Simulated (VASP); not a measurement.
# Ni (Fm-3m) in VASP: single point with PBE

Aim: the single point of Ni with PBE.

Program: VASP 6.6.1. These are calculated values, not measurements. Logs are shortened: lines on timing, memory, paths and dates and some standing lists are left out, and cuts for length are marked.

## 1. The cell of the first run

It takes space group Fm-3m (No. 225, cubic). The conventional cell has a = 3.541 Å, b = 3.541 Å, c = 3.541 Å, α = 90.00°, β = 90.00°, γ = 90.00°. Within 3.3 Å of Ni (site symmetry m-3m) lie 12 Ni at 2.50 Å.

## 2. Single point, PBE

The input, INCAR:

```
PREC = Accurate
ENCUT = 520
EDIFF = 1E-6
ISMEAR = 0
SIGMA = 0.1
LREAL = F
LASPH = T
NELM = 80
ALGO = Normal
ISIF = 2
LWAVE = F
LCHARG = F
GGA = PE
NBANDS = 17
ISYM = 0
```

The input, KPOINTS:

```
Automatic mesh
0
Gamma
  8 13 11
```

The input, POSCAR:

```
Ni
1.0
   -1.7704500000     -3.5409000000     -1.7704500000
   -1.7704500000      0.0000000000     -1.7704500000
    1.7704500000      0.0000000000     -1.7704500000
Ni
2
Direct
    0.0000000000      0.0000000000      0.0000000000
    0.5000000000      0.0000000000      0.5000000000
```

Potentials or basis: VASP PAW PBE potentials, release 64 (Ni).

Command:

```bash
$ cat potpaw_PBE.64/Ni/POTCAR > POTCAR
$ mpirun -np 1 vasp_std > vasp.out
```

OUTCAR:

```text
PREC = Accurate
   ENCUT = 520
   EDIFF = 1E-6
   ISMEAR = 0
   LREAL = F
   LASPH = T
   NELM = 80
   ISIF = 2
   GGA = PE
   ISYM = 0

 ion  position               nearest neighbor table
   1  0.000  0.000  0.000-   2 2.50   2 2.50   2 2.50   2 2.50   2 2.50   2 2.50   2 2.50   2 2.50

   2  0.500  0.000  0.500-   1 2.50   1 2.50   1 2.50   1 2.50   1 2.50   1 2.50   1 2.50   1 2.50

IMPORTANT INFORMATION: All symmetrisations will be switched off!
NOSYMM: (Re-)initialisation of all symmetry stuff for point group C_1.

----------------------------------------------------------------------------------------

                                     Primitive cell

  volume of cell :      22.1979

  direct lattice vectors                    reciprocal lattice vectors
    -1.770450000 -3.540900000 -1.770450000     0.000000000 -0.282414076  0.000000000
    -1.770450000  0.000000000 -1.770450000    -0.282414076  0.282414076 -0.282414076
     1.770450000  0.000000000 -1.770450000     0.282414076  0.000000000 -0.282414076

  length of vectors
     4.336699115  2.503794402  2.503794402     0.282414076  0.489155528  0.399393816

  position of ions in fractional coordinates (direct lattice)
     0.000000000  0.000000000  0.000000000
     0.500000000  0.000000000  0.500000000

  ion indices of the primitive-cell ions
   primitive index   ion index
                 1           1
                 2           2

----------------------------------------------------------------------------------------

 KPOINTS: Automatic mesh

Automatic generation of k-mesh.
 Grid dimensions read from file:
 generate k-points for:    8   13   11

 Generating k-lattice:

  Cartesian coordinates                     Fractional coordinates (reciprocal lattice)
     0.000000000 -0.035301759  0.000000000     0.125000000  0.000000000  0.000000000
    -0.021724160  0.021724160 -0.021724160     0.000000000  0.076923077  0.000000000
     0.025674007  0.000000000 -0.025674007     0.000000000  0.000000000  0.090909091

  Length of vectors
     0.035301759  0.037627348  0.036308529

  Shift w.r.t. Gamma in fractional coordinates (k-lattice)
     0.000000000  0.000000000  0.000000000

 -----------------------------------------------------------------------------
|                                                                             |
|           W    W    AA    RRRRR   N    N  II  N    N   GGGG   !!!           |
|           W    W   A  A   R    R  NN   N  II  NN   N  G    G  !!!           |
[... 69 lines left out ...]
   LREAL  =      F    real-space projection
   EDIFFG = 0.1E-04   stopping-criterion for IOM
   NSW    =      0    number of steps for IOM
   IBRION =     -1    ionic relax: 0-MD 1-quasi-New 2-CG
   NFREE  =      0    steps in history (QN), initial steepest desc. (CG)
   ISIF   =      2    stress and relaxation
   ISYM   =      0    0-nonsym 1-usesym 2-fastsym
   POTIM  = 0.5000    time-step for ionic-motion
   TEBEG  =    0.0;   TEEND  =   0.0 temperature during run
   PSTRESS=    0.0 pullay stress
   NELECT =      20.0000    total number of electrons
   NUPDOWN=      -1.0000    fix difference up-down
   EMIN   =  10.00;   EMAX   =-10.00  energy-range for DOS
   EFERMI =   0.00;   METHOD = LEGACY
   ISMEAR =     0;   SIGMA  =   0.10  broadening in eV -4-tet -1-fermi 0-gaus
   EFERMI_NEDOS =   21; number of points for ismear=-14 and -15
   IALGO  =     38    algorithm
   IMIX   =      4    mixing-type and parameters
     AMIX     =   0.40;   BMIX     =  1.00
     AMIX_MAG =   1.60;   BMIX_MAG =  1.00
  volume/ion in A,a.u.               =      11.10        74.90
  Fermi-wavevector in a.u.,A,eV,Ry     =   1.581179  2.987996 34.016313  2.500129
  Thomas-Fermi vector in A             =   2.681294
   LORBIT       =      0    0 simple, 1 ext, 2 COOP (PROOUT), +10 PAW based schemes
   GGA     = PE    functional components
   LHFCALC =     F    Hartree Fock is set to
   AEXX    =    0.0000 exact exchange contribution
   IVDW    =     0    specifies the selected vdW correction
   LEPSILON=     F    determine dielectric tensor
   LRPA    =     F    only Hartree local field effects (RPA)
 non-spin polarized calculation
 Gauss-broadening in eV      SIGMA  =   0.10
  energy-cutoff  :      520.00
  volume of cell :       22.20
 maximum number of plane-waves:       613
   NGX = 17   NGY =  9   NGZ =  9

 number of electron      19.9999987 magnetization

 Free energy of the ion-electron system (eV)
  ---------------------------------------------------
  ext. energy  EPLUGINS =         0.00000000
  ---------------------------------------------------
  free energy    TOTEN  =       -10.83326192 eV

  energy without entropy =      -10.79232812  energy(sigma->0) =      -10.81279502

 E-fermi :   8.9001     XC(G=0): -13.1365

 val. band max:        8.8996507330   @ k =  -0.2500   0.3846   0.4545
 cond. band min:       8.9010901568   @ k =  -0.2500   0.4615   0.3636
 fundamental gap:      0.0014394239
 Fermi energy:         8.9001343013

 k-point     1 :       0.0000    0.0000    0.0000
  band No.  band energies     occupation
      1       0.2067      2.00000
      2       4.7569      2.00000
      3       5.3335      2.00000
      4       7.1087      2.00000
      5       7.1119      2.00000
      6       7.1125      2.00000
[... 457 lines left out ...]
      4       6.7727      2.00000
      5       7.3242      2.00000
      6       7.3828      2.00000
[... 9 lines left out ...]
     16      28.0863      0.00000
     17      29.2648      0.00000

 [... further k-points ...]

------------------------ aborting loop because EDIFF is reached ----------------------------------------

  FORCE on cell =-STRESS in cart. coord.  units (eV):
  Direction    XX          YY          ZZ          XY          YZ          ZX
  --------------------------------------------------------------------------------------
  -------------------------------------------------------------------------------------
  Total       -0.6398524     -0.6530865     -0.6398511     -0.0012979     -0.0012969     -0.0167531
  in kB      -46.1827073    -47.1379093    -46.1826150     -0.0936762     -0.0936048     -1.2091890
  external PRESSURE =     -46.5010772 kB  Pullay stress =       0.0000000 kB

 VOLUME and BASIS-vectors are now :
 -----------------------------------------------------------------------------
  energy-cutoff  :      520.00
  volume of cell :       22.20
      direct lattice vectors                 reciprocal lattice vectors
    -1.770450000 -3.540900000 -1.770450000     0.000000000 -0.282414076  0.000000000
    -1.770450000  0.000000000 -1.770450000    -0.282414076  0.282414076 -0.282414076
     1.770450000  0.000000000 -1.770450000     0.282414076  0.000000000 -0.282414076

 POSITION                                       TOTAL-FORCE (eV/Angst)
 -----------------------------------------------------------------------------------
      0.00000      0.00000      0.00000         0.000001     -0.000001      0.000001
      0.00000     -1.77045     -1.77045        -0.000001      0.000001     -0.000001
 -----------------------------------------------------------------------------------
    total drift:                                0.000000      0.000001      0.000001

  FREE ENERGIE OF THE ION-ELECTRON SYSTEM (eV)
  ---------------------------------------------------
  free  energy   TOTEN  =       -10.8332619159 eV

  energy  without entropy=      -10.7923281177  energy(sigma->0) =      -10.81279502
```

OSZICAR:

```text
N       E                     dE             d eps       ncg     rms          rms(c)
DAV:   1     0.879795991697E+02    0.87980E+02   -0.93502E+03 20618   0.166E+03
DAV:   2    -0.975313486470E+01   -0.97733E+02   -0.92058E+02 19575   0.253E+02
DAV:   3    -0.128857642528E+02   -0.31326E+01   -0.30496E+01 21811   0.597E+01
DAV:   4    -0.129263061045E+02   -0.40542E-01   -0.40518E-01 25169   0.574E+00
DAV:   5    -0.129271824315E+02   -0.87633E-03   -0.87628E-03 22729   0.761E-01    0.135E+01
DAV:   6    -0.115980952494E+02    0.13291E+01   -0.11377E+01 20559   0.717E+01    0.868E+00
DAV:   7    -0.108677526892E+02    0.73034E+00   -0.24355E+00 20646   0.301E+01    0.227E+00
DAV:   8    -0.108371679517E+02    0.30585E-01   -0.17464E-02 29948   0.212E+00    0.698E-01
DAV:   9    -0.108364108227E+02    0.75713E-03   -0.89376E-03 29655   0.197E+00    0.714E-01
DAV:  10    -0.108333606556E+02    0.30502E-02   -0.49192E-03 29070   0.155E+00    0.627E-02
DAV:  11    -0.108332597543E+02    0.10090E-03   -0.26554E-04 27543   0.166E-01    0.552E-02
DAV:  12    -0.108332630084E+02   -0.32541E-05   -0.27713E-05 29226   0.728E-02    0.226E-02
DAV:  13    -0.108332617871E+02    0.12213E-05   -0.23828E-06 11321   0.211E-02    0.318E-03
DAV:  14    -0.108332619159E+02   -0.12879E-06   -0.34894E-07 10288   0.914E-03
   1 F= -.10833262E+02 E0= -.10812795E+02  d E =-.409338E-01
```

Wall time 2.8 min (1 thread of Intel Xeon 8259CL, shared host); peak memory 0.29 GiB.

Results:

| Quantity | Value |
| --- | --- |
| Free energy | -10.8333 eV |
| Pressure | -4.7 GPa |
| Band gap on the k mesh | zero (bands 10 and 11 overlap by 0.68 eV) |

Caveat: the cell stands under tension; the run has no spin polarisation, though such a crystal can be magnetic.
